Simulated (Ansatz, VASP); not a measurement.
# Two plane-wave programs on PtSe2

Contents of INCAR:

```
SYSTEM = PtSe2
PREC = Accurate
ENCUT = 520
EDIFF = 1E-7
ISMEAR = 0
SIGMA = 0.15
LREAL = .FALSE.
LASPH = .TRUE.
NELM = 80
ALGO = Normal
ISIF = 2
LWAVE = .FALSE.
LCHARG = .FALSE.
GGA = PE
NBANDS = 18
```

Contents of KPOINTS:

```
Automatic mesh
0
G
  12 12 10
  0 0 0
```

File POSCAR:

```
PtSe2
1.0
    3.7240006046      0.0000000000     -0.0372400060
   -1.8620003023      3.2250791273      0.0186200030
   -0.0506200000      0.0000000000      5.0620000000
Pt Se
1 2
Direct
    0.0000000000      0.0000000000      0.0000000000
    0.3333333333      0.6666666667      0.2500000000
    0.6666666667      0.3333333333      0.7500000000
```

Input for Ansatz:

```yaml
crystal:
  lattice:
    - [3.7240006046, 0.0, -0.037240006]
    - [-1.8620003023, 3.2250791273, 0.018620003]
    - [-0.05062, 0.0, 5.062]
  atoms:
    - { symbol: Pt, position: [0.0, 0.0, 0.0] }
    - { symbol: Se, position: [0.3333333333, 0.6666666667, 0.25] }
    - { symbol: Se, position: [0.6666666667, 0.3333333333, 0.75] }
basis:
  ecutwfc: 420
kpoints:
  mp_grid: { grid: [12, 12, 10] }
hamiltonian:
  xc: pbe
scf:
  occupations: { method: gaussian, width: 0.15 }
output:
  forces: true
  stress: true
  eigenvalues: true
```

Change from the starting cell: strain -0.0200 x Voigt [0, 0, 0, 0, 1, 0], atoms carried along.

Alike in both runs: task single point; functional PBE; k mesh 12 × 12 × 10; occupations gaussian, width 0.15 eV; no spin polarisation.

```csv
,VASP,Ansatz
version,VASP 6.6.1,Ansatz 0.2.0
potentials or method,"VASP PAW PBE potentials, release 64 (Pt, Se), cutoff 520 eV","scalar-relativistic, plane waves, PAW"
valence electrons in the cell,22,50
```

Ansatz gave:

```
gap on the k mesh at the Fermi level (eV)                     : none
pressure (GPa)                                                : 7.4
traceless stress, the component that is largest in VASP (GPa) : 1.79
rms of the force components (eV/Å)                            : 0.290
```

Estimate VASP's values.

gap on the k mesh at the Fermi level (eV): none; pressure (GPa): 7.4; traceless stress, the component that is largest in VASP (GPa): 1.79; rms of the force components (eV/Å): 0.293.

Atom by atom the forces differ by 0.003 eV/Å (rms over components). A gap of «none» marks a metal or a gap that the smearing closes. VASP's potentials hold 22 valence electrons a cell and Ansatz's 50, so a difference there can come from the potentials and not from the codes.

Spin-orbit coupling is off throughout.
